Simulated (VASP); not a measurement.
# WF (P6_3/mmc) in VASP: a series of runs, part 2 of 2

VASP 6.6.1. The steps go on from the part before.

## (4) Relaxation of cell and atoms, PBE

This run uses another cell than the first one, of 16.16 Å³/atom.

Input file INCAR:

```
SYSTEM = WF
PREC = Accurate ; ENCUT = 600
EDIFF = 1E-7 ; ISMEAR = 0
SIGMA = 0.1 ; LREAL = .False.
LASPH = .True. ; NELM = 60
ALGO = Normal ; ISIF = 3
LWAVE = .False. ; LCHARG = .False.
GGA = PE ; IBRION = 2
NSW = 90 ; EDIFFG = -0.04
```

Input file KPOINTS:

```
Automatic mesh
0
Gamma
  6 6 2
  0 0 0
```

Input file POSCAR:

```
WF
1.0
    3.2933937900      0.0000000000      0.0000000000
   -1.6466968900      2.8521626800      0.0000000000
    0.0000000000      0.0000000000     13.7671990400
W F
4 4
Direct
    0.3333333300      0.6666666700      0.1570000100
    0.6666666700      0.3333333300      0.6570000100
    0.3333333300      0.6666666700      0.3429999900
    0.6666666700      0.3333333300      0.8429999900
    0.3333333300      0.6666666700      0.6020000000
    0.6666666700      0.3333333300      0.1020000000
    0.3333333300      0.6666666700      0.8980000000
    0.6666666700      0.3333333300      0.3980000000
```

Potentials or basis: VASP PAW PBE potentials, release 64 (W_sv, F).

On the command line:

```console
cat potpaw_PBE.64/W_sv/POTCAR potpaw_PBE.64/F/POTCAR > POTCAR
mpirun -np 1 vasp_std > vasp.out
```

OUTCAR:

```text
SYSTEM = WF
   PREC = Accurate
   ENCUT = 600
   EDIFF = 1E-7
   ISMEAR = 0
   LREAL = .False.
   LASPH = .True.
   NELM = 60
   ISIF = 3
   GGA = PE
   IBRION = 2
   NSW = 90
   EDIFFG = -0.04

 ion  position               nearest neighbor table
   1  0.333  0.667  0.157-   6 2.05   6 2.05   6 2.05   3 2.56
   2  0.667  0.333  0.657-   5 2.05   5 2.05   5 2.05   4 2.56
   3  0.333  0.667  0.343-   8 2.05   8 2.05   8 2.05   1 2.56
   4  0.667  0.333  0.843-   7 2.05   7 2.05   7 2.05   2 2.56
   5  0.333  0.667  0.602-   2 2.05   2 2.05   2 2.05
   6  0.667  0.333  0.102-   1 2.05   1 2.05   1 2.05
   7  0.333  0.667  0.898-   4 2.05   4 2.05   4 2.05
   8  0.667  0.333  0.398-   3 2.05   3 2.05   3 2.05

  LATTYP: Found a hexagonal cell.
 ALAT       =     3.2933937900
 C/A-ratio  =     4.1802468571

  Lattice vectors:

 A1 = (   3.2933937900,   0.0000000000,   0.0000000000)
 A2 = (  -1.6466968900,   2.8521626800,   0.0000000000)
 A3 = (   0.0000000000,   0.0000000000,  13.7671990400)

Analysis of symmetry for initial positions (statically):
=====================================================================
 Subroutine PRICEL returns:
 Original cell was already a primitive cell.

 Routine SETGRP: Setting up the symmetry group for a
 hexagonal supercell.

 Subroutine GETGRP returns: Found 24 space group operations
 (whereof 12 operations were pure point group operations)
 out of a pool of 24 trial point group operations.

The static configuration has the point symmetry D_3d.
 The point group associated with its full space group is D_6h.

Analysis of symmetry for dynamics (positions and initial velocities):
=====================================================================
 Subroutine PRICEL returns:
 Original cell was already a primitive cell.

 Routine SETGRP: Setting up the symmetry group for a
 hexagonal supercell.

 Subroutine GETGRP returns: Found 24 space group operations
 (whereof 12 operations were pure point group operations)
 out of a pool of 24 trial point group operations.

The dynamic configuration has the point symmetry D_3d.
 The point group associated with its full space group is D_6h.

 Subroutine INISYM returns: Found 24 space group operations
 (whereof 12 operations are pure point group operations),
 and found     1 'primitive' translations

----------------------------------------------------------------------------------------

                                     Primitive cell

  volume of cell :     129.3194

  direct lattice vectors                    reciprocal lattice vectors
     3.293393790  0.000000000  0.000000000     0.303638151  0.175305568  0.000000000
    -1.646696890  2.852162680  0.000000000     0.000000000  0.350611137  0.000000000
     0.000000000  0.000000000 13.767199040     0.000000000  0.000000000  0.072636416

  length of vectors
     3.293393790  3.293393782 13.767199040     0.350611136  0.350611137  0.072636416

  position of ions in fractional coordinates (direct lattice)
     0.333333330  0.666666670  0.157000010
     0.666666670  0.333333330  0.657000010
     0.333333330  0.666666670  0.342999990
     0.666666670  0.333333330  0.842999990
[... 48 lines left out ...]
  0.166667  0.166667  0.000000      6.000000
  0.333333  0.166667  0.000000     12.000000
  0.333333  0.333333  0.000000      2.000000
  0.000000  0.000000  0.500000      1.000000
  0.166667 -0.000000  0.500000      6.000000
  0.333333 -0.000000  0.500000      6.000000
  0.500000 -0.000000  0.500000      3.000000
  0.166667  0.166667  0.500000      6.000000
  0.333333  0.166667  0.500000     12.000000
  0.333333  0.333333  0.500000      2.000000
   k-points           NKPTS =     14   k-points in BZ     NKDIM =     14   number of bands    NBANDS=     50
   number of dos      NEDOS =    301   number of ions     NIONS =      8
   total plane-waves  NPLWV =  87808
   dimension x,y,z NGX =    28 NGY =   28 NGZ =  112
   dimension x,y,z NGXF=    56 NGYF=   56 NGZF=  224
   ions per type =               4   4
   NGX,Y,Z   is equivalent  to a cutoff of  14.13, 14.13, 13.52 a.u.
   NGXF,Y,Z  is equivalent  to a cutoff of  28.27, 28.27, 27.05 a.u.
 SYSTEM =  WF
   PREC   = accura    normal or accurate (medium, high low for compatibility)
   ISTART =      0    job   : 0-new  1-cont  2-samecut
   ICHARG =      2    charge: 1-file 2-atom 10-const
   ISPIN  =      1    spin polarized calculation?
   LNONCOLLINEAR =      F non collinear calculations
   LSORBIT =      F    spin-orbit coupling
   LASPH  =      T    aspherical Exc in radial PAW
   ENCUT  =  600.0 eV  44.10 Ry    6.64 a.u.   6.58  6.58 27.50*2*pi/ulx,y,z
   NELM   =     60;   NELMIN=  2; NELMDL= -5     # of ELM steps
   EDIFF  = 0.1E-06   stopping-criterion for ELM
   LREAL  =      F    real-space projection
   EDIFFG = -.4E-01   stopping-criterion for IOM
   NSW    =     90    number of steps for IOM
   IBRION =      2    ionic relax: 0-MD 1-quasi-New 2-CG
   NFREE  =      1    steps in history (QN), initial steepest desc. (CG)
   ISIF   =      3    stress and relaxation
   ISYM   =      2    0-nonsym 1-usesym 2-fastsym
   POTIM  = 0.5000    time-step for ionic-motion
   TEBEG  =    0.0;   TEEND  =   0.0 temperature during run
   PSTRESS=    0.0 pullay stress
   NELECT =      84.0000    total number of electrons
   NUPDOWN=      -1.0000    fix difference up-down
   EMIN   =  10.00;   EMAX   =-10.00  energy-range for DOS
   EFERMI =   0.00;   METHOD = LEGACY
   ISMEAR =     0;   SIGMA  =   0.10  broadening in eV -4-tet -1-fermi 0-gaus
   EFERMI_NEDOS =   21; number of points for ismear=-14 and -15
   IALGO  =     38    algorithm
   IMIX   =      4    mixing-type and parameters
     AMIX     =   0.40;   BMIX     =  1.00
     AMIX_MAG =   1.60;   BMIX_MAG =  1.00
  volume/ion in A,a.u.               =      16.16       109.09
  Fermi-wavevector in a.u.,A,eV,Ry     =   1.417795  2.679244 27.349648  2.010142
  Thomas-Fermi vector in A             =   2.538988
   LORBIT       =      0    0 simple, 1 ext, 2 COOP (PROOUT), +10 PAW based schemes
   GGA     = PE    functional components
   LHFCALC =     F    Hartree Fock is set to
   AEXX    =    0.0000 exact exchange contribution
   IVDW    =     0    specifies the selected vdW correction
   LEPSILON=     F    determine dielectric tensor
   LRPA    =     F    only Hartree local field effects (RPA)
 conjugate gradient relaxation of ions
 non-spin polarized calculation
 Gauss-broadening in eV      SIGMA  =   0.10
  energy-cutoff  :      600.00
  volume of cell :      129.32
 maximum number of plane-waves:      4387
 NGX is ok and might be reduce to    28
   NGX = 13   NGY = 13   NGZ = 55

--------------------------------------- Ionic step        1  -------------------------------------------

 number of electron      83.9999983 magnetization

 Free energy of the ion-electron system (eV)
  ---------------------------------------------------
  ext. energy  EPLUGINS =         0.00000000
  ---------------------------------------------------
  free energy    TOTEN  =       -57.69136853 eV

  energy without entropy =      -57.69136621  energy(sigma->0) =      -57.69136737

------------------------ aborting loop because EDIFF is reached ----------------------------------------

  FORCE on cell =-STRESS in cart. coord.  units (eV):
  Direction    XX          YY          ZZ          XY          YZ          ZX
  --------------------------------------------------------------------------------------
  -------------------------------------------------------------------------------------
  Total        9.1760917      9.1760916    -12.2007601      0.0000000     -0.0000000      0.0000000
  in kB      113.6854225    113.6854220   -151.1589698      0.0000002     -0.0000000      0.0000000
  external PRESSURE =      25.4039582 kB  Pullay stress =       0.0000000 kB
[... 107 lines left out ...]
  FREE ENERGIE OF THE ION-ELECTRON SYSTEM (eV)
  ---------------------------------------------------
  free  energy   TOTEN  =       -60.0480856581 eV

  energy  without entropy=      -60.0480855220  energy(sigma->0) =      -60.04808559

[... ionic steps 4 to 11 ...]

--------------------------------------- Ionic step       12  -------------------------------------------

 number of electron      84.0000019 magnetization

------------------------ aborting loop because EDIFF is reached ----------------------------------------
[... 79 lines left out ...]
--------------------------------------- Ionic step       14  -------------------------------------------

 number of electron      84.0000012 magnetization

 Free energy of the ion-electron system (eV)
  ---------------------------------------------------
  ext. energy  EPLUGINS =         0.00000000
  ---------------------------------------------------
  free energy    TOTEN  =       -64.81522269 eV

  energy without entropy =      -64.75574990  energy(sigma->0) =      -64.78548629

 E-fermi :   6.9708     XC(G=0): -11.4597

 val. band max:        6.9695246177   @ k =   0.3333   0.1667   0.0000
 cond. band min:       7.4556423697   @ k =   0.1667  -0.0000   0.0000
 fundamental gap:      0.4861177520
 Fermi energy:         6.9707517411

 k-point     1 :       0.0000    0.0000    0.0000
  band No.  band energies     occupation
      1     -67.7093      2.00000
      2     -67.7093      2.00000
      3     -67.6355      2.00000
      4     -67.6355      2.00000
      5     -32.4730      2.00000
      6     -32.4728      2.00000
[... 766 lines left out ...]
  FREE ENERGIE OF THE ION-ELECTRON SYSTEM (eV)
  ---------------------------------------------------
  free  energy   TOTEN  =       -64.8152226887 eV

  energy  without entropy=      -64.7557499004  energy(sigma->0) =      -64.78548629

 reached required accuracy - stopping structural energy minimisation
```

Wall time 11 min (1 thread of AMD EPYC 9R45 (Zen 5), shared host); peak memory 0.32 GiB.

Results:

| Quantity | Value |
| --- | --- |
| Free energy | -64.8152 eV |
| Relaxed volume | 14.17 Å³/atom |
| Relaxed cell | a = 2.835 Å, b = 2.835 Å, c = 16.288 Å, α = 90.00°, β = 90.00°, γ = 120.00° |
| Space group after relaxing (to 0.1 Å) | P6_3/mmc (No. 194) |
| Pressure after relaxing | 0.0 GPa |
| Largest force after relaxing | 0.035 eV/Å |
| Band gap on the k mesh | zero (bands 42 and 43 overlap by 1.00 eV) |

Forces in eV/Å, atoms in the order of the input:
```
W    0.000  0.000  0.035
W    0.000  0.000  0.035
W    0.000  0.000 -0.035
W    0.000  0.000 -0.035
F    0.000  0.000  0.024
F    0.000  0.000  0.024
F    0.000  0.000 -0.024
F    0.000  0.000 -0.024
```

Final structure:
```yaml
crystal:
  lattice:
    - [2.83488, 0.00000, 0.00000]
    - [-1.41744, 2.45507, 0.00000]
    - [0.00000, 0.00000, 16.28813]
  atoms:
    - { symbol: W, position: [0.33333, 0.66667, 0.17229] }
    - { symbol: W, position: [0.66667, 0.33333, 0.67229] }
    - { symbol: W, position: [0.33333, 0.66667, 0.32771] }
    - { symbol: W, position: [0.66667, 0.33333, 0.82771] }
    - { symbol: F, position: [0.33333, 0.66667, 0.57868] }
    - { symbol: F, position: [0.66667, 0.33333, 0.07868] }
    - { symbol: F, position: [0.33333, 0.66667, 0.92132] }
    - { symbol: F, position: [0.66667, 0.33333, 0.42132] }
```

Levels at points of the mesh, in eV from the Fermi level:
```csv
k point,band 41,band 42,band 43,band 44,band 45,band 46,band 47,band 48
"(0.00, 0.00, 0.00)",-0.87,-0.87,-0.34,-0.34,-0.33,-0.33,1.29,1.29
"(0.50, 0.00, 0.00)",0.60,0.61,1.28,1.40,3.17,3.19,3.75,3.92
"(0.00, 0.00, 0.50)",-0.88,-0.88,-0.33,-0.33,-0.33,-0.33,1.29,1.29
"(0.50, 0.00, 0.50)",0.61,0.61,1.34,1.34,3.18,3.18,3.83,3.83
```

Caveat: the k points lie up to 0.43 Å⁻¹ apart in the final cell, too coarse for converged energies and pressures of a metal; a cell axis changed by over 15 % at a fixed basis, so the end point is rough; spin-orbit coupling is left out, which moves the levels of the heavy elements.

## (5) Overview

```csv
task,cell,cutoff (eV),gap on the mesh (eV),pressure (GPa),largest force (eV/Å)
single point,"a = 2.829, b = 2.829, c = 17.247 Å, angles 90.0, 90.0, 120.0°, 8 atoms, atomic positions A",520,none,0.7,0.11
single point,"a = 3.293, b = 3.293, c = 13.767 Å, angles 90.0, 90.0, 120.0°, 8 atoms, atomic positions B",520,0.58,2.6,7.11
relaxation of cell and atoms,"relaxed from a = 3.293, b = 3.293, c = 13.767 Å, angles 90.0, 90.0, 120.0°, 8 atoms, atomic positions B",600,none,0.0,0.03
```

Alike in all rows: level PBE; potentials or basis VASP PAW PBE potentials, release 64 (W_sv, F); no spin polarisation; k mesh 6 × 6 × 2; smearing gaussian 0.1 eV.

Caveats: some runs use coarse meshes; spin-orbit coupling is left out, which moves the levels of the heavy elements; forces of over 1 eV/Å act on the atoms, so gaps and moduli don't describe the material at rest (at least some runs); a cell axis changed by over 15 % at a fixed basis, so the end point is rough (at least some runs).

Absolute energies hang on the potentials; compare differences alone.
